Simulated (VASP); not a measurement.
# Cu in VASP: single point with PBE

Aim: the single point of Cu with PBE.

Program: VASP 6.6.1. These are calculated values, not measurements. Logs are shortened: lines on timing, memory, paths and dates and some standing lists are left out, and cuts for length are marked.

## 1. The cell of the first run

The cell holds a slab with vacuum, 28 atoms: a = 7.700 Å, b = 7.700 Å, c = 15.630 Å, α = 90.00°, β = 90.00°, γ = 90.00°.

## 2. Single point, PBE

Contents of INCAR:

```
ALGO     = Normal         # electronic algorithm
EDIFF    = 1E-6           # SCF threshold, eV
ENCUT    = 520            # plane-wave cutoff, eV
GGA      = PE             # functional
ISIF     = 2              # what is computed and relaxed
ISMEAR   = 0              # smearing method
KPAR     = 2            
LASPH    = T              # aspherical terms in the spheres
LCHARG   = F              # write CHGCAR
LREAL    = Auto         
LWAVE    = F              # write WAVECAR
NBANDS   = 174            # bands
NCORE    = 2            
NELM     = 60             # most SCF steps
PREC     = Accurate       # precision mode
SIGMA    = 0.1            # smearing width, eV
```

Contents of KPOINTS:

```
k-points
0
Gamma
  3 3 1
```

Contents of POSCAR:

```
Cu
1.0
    7.7003928471      0.0000000000      0.0000000000
    0.0000000000      7.7003928471      0.0000000000
    0.0000000000      0.0000000000     15.6300000000
Cu
28
Direct
    0.0000000000      0.0000000000      0.3838771593
    0.3333333832      0.0000000000      0.3838771593
    0.6666666366      0.0000000000      0.3838771593
    0.0000000000      0.3333333832      0.3838771593
    0.3333333832      0.3333333832      0.3838771593
    0.6666666366      0.3333333832      0.3838771593
    0.0000000000      0.6666666366      0.3838771593
    0.3333333832      0.6666666366      0.3838771593
    0.6666666366      0.6666666366      0.3838771593
    0.1750857426      0.1750862621      0.5011755598
    0.5027870755      0.1638789118      0.4963390915
    0.8395306744      0.1640570845      0.4943781190
    0.1638795611      0.5027877248      0.4963390915
    0.4915808940      0.4915805044      0.5011755598
    0.8271359821      0.5026096820      0.4943781190
    0.1640579935      0.8395305445      0.4943791427
    0.5026086431      0.8271361119      0.4943791427
    0.8333333282      0.8333333282      0.4959364044
    0.0105446568      0.0105449166      0.6117591171
    0.3539333712     -0.0128950564      0.6079097889
    0.6776624393     -0.0109961922      0.6084865643
   -0.0128964849      0.3539351893      0.6079084453
    0.4393666748      0.4393626490      0.6703600128
    0.6795631215      0.3127314473      0.6079084453
   -0.0109958026      0.6776628288      0.6084865643
    0.3127332654      0.6795616930      0.6079097889
    0.6561221097      0.6561218499      0.6117590531
    0.2272999618      0.2273039876      0.6703600768
```

Potentials or basis: VASP PAW PBE potentials, release 64 (Cu).

Run with:

```sh
cat potpaw_PBE.64/Cu/POTCAR > POTCAR
mpirun -np 4 vasp_std > vasp.out
```

OUTCAR:

```text
EDIFF = 1E-6
   ENCUT = 520
   GGA = PE
   ISIF = 2
   ISMEAR = 0
   LASPH = T
   LREAL = Auto
   NELM = 60
   PREC = Accurate

 ion  position               nearest neighbor table
   1  0.000  0.000  0.384-  12 2.47  16 2.47  18 2.52   7 2.57   3 2.57   2 2.57   4 2.57  10 2.65

   2  0.333  0.000  0.384-  16 2.49  11 2.53  17 2.54   3 2.57   8 2.57   1 2.57   5 2.57  10 2.58

   3  0.667  0.000  0.384-  11 2.50  12 2.52  17 2.52  18 2.52   2 2.57   1 2.57   9 2.57   6 2.57
[... 35 lines left out ...]
  21  0.678  0.989  0.608-  18 2.44  24 2.49  20 2.49  17 2.56  12 2.56  27 2.57  19 2.57  11 2.59

  22  0.987  0.354  0.608-  28 2.31  24 2.39  15 2.44  13 2.49  25 2.49  12 2.56  10 2.60  19 2.65

  23  0.439  0.439  0.670-  24 2.31  26 2.31  28 2.31  27 2.53  14 2.70
  24  0.680  0.313  0.608-  23 2.31  22 2.39  12 2.44  11 2.49  21 2.49  15 2.56  14 2.60  27 2.65

  25  0.989  0.678  0.608-  18 2.44  22 2.49  26 2.49  16 2.56  15 2.56  19 2.57  27 2.57  13 2.59

  26  0.313  0.680  0.608-  23 2.31  20 2.39  16 2.44  13 2.49  25 2.49  17 2.56  14 2.60  27 2.65

  27  0.656  0.656  0.612-  14 2.49  23 2.53  17 2.55  15 2.55  21 2.57  25 2.57  18 2.65  26 2.65
                            24 2.65
  28  0.227  0.227  0.670-  22 2.31  20 2.31  23 2.31  19 2.53  10 2.70

  LATTYP: Found a simple tetragonal cell.
 ALAT       =     7.7003928471
 C/A-ratio  =     2.0297665730

  Lattice vectors:

 A1 = (   7.7003928471,   0.0000000000,   0.0000000000)
 A2 = (   0.0000000000,   7.7003928471,   0.0000000000)
 A3 = (   0.0000000000,   0.0000000000,  15.6300000000)

Analysis of symmetry for initial positions (statically):
=====================================================================
 Subroutine PRICEL returns:
 Original cell was already a primitive cell.

 Routine SETGRP: Setting up the symmetry group for a
 simple tetragonal supercell.

 Subroutine GETGRP returns: Found  4 space group operations
 (whereof  2 operations were pure point group operations)
 out of a pool of 16 trial point group operations.

The static configuration has the point symmetry C_1h.
 The point group associated with its full space group is C_2v.

Analysis of symmetry for dynamics (positions and initial velocities):
=====================================================================
 Subroutine PRICEL returns:
 Original cell was already a primitive cell.

 Routine SETGRP: Setting up the symmetry group for a
 simple tetragonal supercell.

 Subroutine GETGRP returns: Found  4 space group operations
 (whereof  2 operations were pure point group operations)
 out of a pool of 16 trial point group operations.

The dynamic configuration has the point symmetry C_1h.
 The point group associated with its full space group is C_2v.

 Subroutine INISYM returns: Found  4 space group operations
 (whereof  2 operations are pure point group operations),
 and found     1 'primitive' translations

----------------------------------------------------------------------------------------

                                     Primitive cell

  volume of cell :     926.7973

  direct lattice vectors                    reciprocal lattice vectors
     7.700392847  0.000000000  0.000000000     0.129863504  0.000000000  0.000000000
     0.000000000  7.700392847  0.000000000     0.000000000  0.129863504  0.000000000
     0.000000000  0.000000000 15.630000000     0.000000000  0.000000000  0.063979527

  length of vectors
     7.700392847  7.700392847 15.630000000     0.129863504  0.129863504  0.063979527

  position of ions in fractional coordinates (direct lattice)
     0.000000000  0.000000000  0.383877159
     0.333333383  0.000000000  0.383877159
     0.666666637  0.000000000  0.383877159
     0.000000000  0.333333383  0.383877159
     0.333333383  0.333333383  0.383877159
     0.666666637  0.333333383  0.383877159
[... 20 lines left out ...]
     0.656122110  0.656121850  0.611759053
     0.227299962  0.227303988  0.670360077

  ion indices of the primitive-cell ions
   primitive index   ion index
                 1           1
                 2           2
                 3           3
                 4           4
                 5           5
                 6           6
[... 20 lines left out ...]
                27          27
                28          28

----------------------------------------------------------------------------------------

 KPOINTS: k-points

Automatic generation of k-mesh.
 Grid dimensions read from file:
 generate k-points for:    3    3    1

 Generating k-lattice:

  Cartesian coordinates                     Fractional coordinates (reciprocal lattice)
     0.043287835  0.000000000  0.000000000     0.333333333  0.000000000  0.000000000
     0.000000000  0.043287835  0.000000000     0.000000000  0.333333333  0.000000000
     0.000000000  0.000000000  0.063979527     0.000000000  0.000000000  1.000000000

  Length of vectors
     0.043287835  0.043287835  0.063979527

  Shift w.r.t. Gamma in fractional coordinates (k-lattice)
     0.000000000  0.000000000  0.000000000

 Subroutine IBZKPT returns following result:
 ===========================================

 Found      4 irreducible k-points:

 Following reciprocal coordinates:
            Coordinates               Weight
  0.000000  0.000000  0.000000      1.000000
  0.333333  0.000000  0.000000      4.000000
  0.333333  0.333333  0.000000      2.000000
 -0.333333  0.333333  0.000000      2.000000
   k-points           NKPTS =      4   k-points in BZ     NKDIM =      4   number of bands    NBANDS=    174
   number of dos      NEDOS =    301   number of ions     NIONS =     28
   total plane-waves  NPLWV = 432000
   dimension x,y,z NGX =    60 NGY =   60 NGZ =  120
   dimension x,y,z NGXF=   120 NGYF=  120 NGZF=  240
   ions per type =              28
   NGX,Y,Z   is equivalent  to a cutoff of  12.95, 12.95, 12.76 a.u.
   NGXF,Y,Z  is equivalent  to a cutoff of  25.91, 25.91, 25.53 a.u.
 SYSTEM =  unknown system
   PREC   = accura    normal or accurate (medium, high low for compatibility)
   ISTART =      0    job   : 0-new  1-cont  2-samecut
   ICHARG =      2    charge: 1-file 2-atom 10-const
   ISPIN  =      1    spin polarized calculation?
   LNONCOLLINEAR =      F non collinear calculations
   LSORBIT =      F    spin-orbit coupling
   LASPH  =      T    aspherical Exc in radial PAW
   ENCUT  =  520.0 eV  38.22 Ry    6.18 a.u.  14.32 14.32 29.06*2*pi/ulx,y,z
   NELM   =     60;   NELMIN=  2; NELMDL= -5     # of ELM steps
   EDIFF  = 0.1E-05   stopping-criterion for ELM
   LREAL  =      T    real-space projection
   EDIFFG = 0.1E-04   stopping-criterion for IOM
   NSW    =      0    number of steps for IOM
   IBRION =     -1    ionic relax: 0-MD 1-quasi-New 2-CG
   NFREE  =      0    steps in history (QN), initial steepest desc. (CG)
   ISIF   =      2    stress and relaxation
   ISYM   =      2    0-nonsym 1-usesym 2-fastsym
   POTIM  = 0.5000    time-step for ionic-motion
   TEBEG  =    0.0;   TEEND  =   0.0 temperature during run
   PSTRESS=    0.0 pullay stress
   NELECT =     308.0000    total number of electrons
   NUPDOWN=      -1.0000    fix difference up-down
   EMIN   =  10.00;   EMAX   =-10.00  energy-range for DOS
   EFERMI =   0.00;   METHOD = LEGACY
   ISMEAR =     0;   SIGMA  =   0.10  broadening in eV -4-tet -1-fermi 0-gaus
   EFERMI_NEDOS =   21; number of points for ismear=-14 and -15
   IALGO  =     38    algorithm
   IMIX   =      4    mixing-type and parameters
     AMIX     =   0.40;   BMIX     =  1.00
     AMIX_MAG =   1.60;   BMIX_MAG =  1.00
  volume/ion in A,a.u.               =      33.10       223.37
  Fermi-wavevector in a.u.,A,eV,Ry     =   1.133958  2.142869 17.495186  1.285860
  Thomas-Fermi vector in A             =   2.270661
   LORBIT       =      0    0 simple, 1 ext, 2 COOP (PROOUT), +10 PAW based schemes
   GGA     = PE    functional components
   LHFCALC =     F    Hartree Fock is set to
   AEXX    =    0.0000 exact exchange contribution
   IVDW    =     0    specifies the selected vdW correction
   LEPSILON=     F    determine dielectric tensor
   LRPA    =     F    only Hartree local field effects (RPA)
 non-spin polarized calculation
 Gauss-broadening in eV      SIGMA  =   0.10
  energy-cutoff  :      520.00
  volume of cell :      926.80
 maximum number of plane-waves:     24995
 NGX is ok and might be reduce to    60
   NGX = 29   NGY = 29   NGZ = 59

 number of electron     307.9999906 magnetization

 Free energy of the ion-electron system (eV)
  ---------------------------------------------------
  ext. energy  EPLUGINS =         0.00000000
  ---------------------------------------------------
  free energy    TOTEN  =       -92.29640649 eV

  energy without entropy =      -92.26521148  energy(sigma->0) =      -92.28080899

 E-fermi :  -0.2504     XC(G=0):  -5.7671

 val. band max:       -0.3148124349   @ k =   0.3333   0.0000   0.0000
 cond. band min:      -0.1198641063   @ k =  -0.3333   0.3333   0.0000
 fundamental gap:      0.1949483286
 Fermi energy:        -0.2503919433

 k-point     1 :       0.0000    0.0000    0.0000
  band No.  band energies     occupation
      1      -8.5018      2.00000
      2      -6.2980      2.00000
      3      -6.2161      2.00000
      4      -6.1780      2.00000
      5      -6.1285      2.00000
      6      -6.0809      2.00000
[... 158 lines left out ...]
    165       2.8847      0.00000
    166       3.4291      0.00000

 k-point     2 :       0.3333    0.0000    0.0000
  band No.  band energies     occupation
      1      -8.2175      2.00000
      2      -7.3887      2.00000
      3      -5.9748      2.00000
      4      -5.9597      2.00000
      5      -5.8886      2.00000
      6      -5.3779      2.00000
[... 158 lines left out ...]
    165       2.5675      0.00000
    166       2.5765      0.00000

 k-point     3 :       0.3333    0.3333    0.0000
  band No.  band energies     occupation
      1      -7.9387      2.00000
      2      -7.1677      2.00000
      3      -7.0668      2.00000
      4      -6.3686      2.00000
      5      -5.6252      2.00000
      6      -5.1072      2.00000
[... 158 lines left out ...]
    165       1.8125      0.00000
    166       2.0403      0.00000

 k-point     4 :      -0.3333    0.3333    0.0000
  band No.  band energies     occupation
      1      -7.9354      2.00000
      2      -7.1961      2.00000
      3      -7.0487      2.00000
      4      -6.3502      2.00000
      5      -5.6426      2.00000
      6      -5.1403      2.00000
[... 158 lines left out ...]
    165       1.7932      0.00000
    166       1.9567      0.00000
 [bands above 166 left out]

------------------------ aborting loop because EDIFF is reached ----------------------------------------

  FORCE on cell =-STRESS in cart. coord.  units (eV):
  Direction    XX          YY          ZZ          XY          YZ          ZX
  --------------------------------------------------------------------------------------
  -------------------------------------------------------------------------------------
  Total       -4.0452068     -4.0452068      0.6424640     -1.4681319      0.0000000      0.0000000
  in kB       -6.9930490     -6.9930490      1.1106434     -2.5379960      0.0000000      0.0000000
  external PRESSURE =      -4.2918182 kB  Pullay stress =       0.0000000 kB

 VOLUME and BASIS-vectors are now :
 -----------------------------------------------------------------------------
  energy-cutoff  :      520.00
  volume of cell :      926.80
      direct lattice vectors                 reciprocal lattice vectors
     7.700392847  0.000000000  0.000000000     0.129863504  0.000000000  0.000000000
     0.000000000  7.700392847  0.000000000     0.000000000  0.129863504  0.000000000
     0.000000000  0.000000000 15.630000000     0.000000000  0.000000000  0.063979527

 POSITION                                       TOTAL-FORCE (eV/Angst)
 -----------------------------------------------------------------------------------
      0.00000      0.00000      6.00000         0.072222      0.072222     -0.148509
      2.56680      0.00000      6.00000         0.012661      0.049328      0.037485
      5.13359      0.00000      6.00000         0.015606     -0.015606     -0.127566
      0.00000      2.56680      6.00000         0.049328      0.012661      0.037485
      2.56680      2.56680      6.00000        -0.000000     -0.000000      0.164857
      5.13359      2.56680      6.00000        -0.049328     -0.012661      0.037485
[... 20 lines left out ...]
      5.05240      5.05240      9.56179         0.017801      0.017801      0.015914
      1.75030      1.75033     10.47773        -0.020654     -0.020654      0.028012
 -----------------------------------------------------------------------------------
    total drift:                               -0.000277     -0.000496      0.006910

  FREE ENERGIE OF THE ION-ELECTRON SYSTEM (eV)
  ---------------------------------------------------
  free  energy   TOTEN  =       -92.2964064949 eV

  energy  without entropy=      -92.2652114764  energy(sigma->0) =      -92.28080899
```

Wall time 12 min (4 MPI ranks of Oxide Virtual Turin-like, shared host); peak memory 0.58 GiB.

Results:

```
Free energy            : -92.2964 eV
Largest force          : 0.180 eV/Å
Band gap on the k mesh : zero (bands 154 and 155 overlap by 0.91 eV)
```

Forces in eV/Å, atoms in the order of the input:
```
Cu   0.072  0.072 -0.149
Cu   0.013  0.049  0.037
Cu   0.016 -0.016 -0.128
Cu   0.049  0.013  0.037
Cu   0.000  0.000  0.165
Cu  -0.049 -0.013  0.037
Cu  -0.016  0.016 -0.128
Cu  -0.013 -0.049  0.037
Cu  -0.072 -0.072 -0.149
Cu   0.002  0.002  0.002
Cu   0.011 -0.011 -0.018
Cu   0.005  0.011  0.014
Cu  -0.011  0.011 -0.018
Cu  -0.002 -0.002  0.002
Cu  -0.005 -0.011  0.014
Cu   0.011  0.005  0.014
Cu  -0.011 -0.005  0.014
Cu   0.000  0.000 -0.026
Cu  -0.018 -0.018  0.016
Cu  -0.005  0.009  0.021
Cu   0.011 -0.011  0.033
Cu   0.009 -0.005  0.021
Cu   0.021  0.021  0.028
Cu  -0.009  0.005  0.021
Cu  -0.011  0.011  0.033
Cu   0.005 -0.009  0.021
Cu   0.018  0.018  0.016
Cu  -0.021 -0.021  0.028
```

Levels at points of the mesh, in eV from the Fermi level:
```tsv
k point	band 151	band 152	band 153	band 154	band 155	band 156	band 157	band 158
(0.00, 0.00, 0.00)	-1.00	-0.91	-0.79	-0.78	-0.71	0.75	0.93	0.98
```

Caveat: there is no dipole correction, which matters where the two faces differ.

The gap in the log of VASP goes by the Fermi energy; the results here count the filled bands.